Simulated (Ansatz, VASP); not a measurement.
## One calculation of Be, two programs

```
Be
1.0
    -1.09624    1.09624    1.09624
     1.09624   -1.09624    1.09624
     1.09624    1.09624   -1.09624
Be
1
Cartesian
  0.0000 0.0000 0.0000
```

Change from the starting cell: volume scaled by 0.68, LAPW.

Alike in both runs: task single point; functional PBEsol; k mesh 23 × 23 × 23; occupations fermi-dirac, width 0.1 eV; no spin polarisation.

|  | VASP | Ansatz |
| --- | --- | --- |
| version | VASP 6.6.1 | Ansatz 0.2.0 |
| potentials or method | VASP PAW PBE potentials, release 64 (Be), cutoff 520 eV | all-electron LAPW, scalar-relativistic |

```csv
,VASP,Ansatz,Ansatz less VASP
pressure (GPa),92.2,90.6,-1.56
```

VASP's potentials were made for PBE, not for PBEsol. Both programs put the cell under a high pressure, so it lies far from rest at this level. Ansatz ran all-electron here, and VASP with PAW potentials.

Noted on VASP's run: the cell as given lies far from equilibrium.
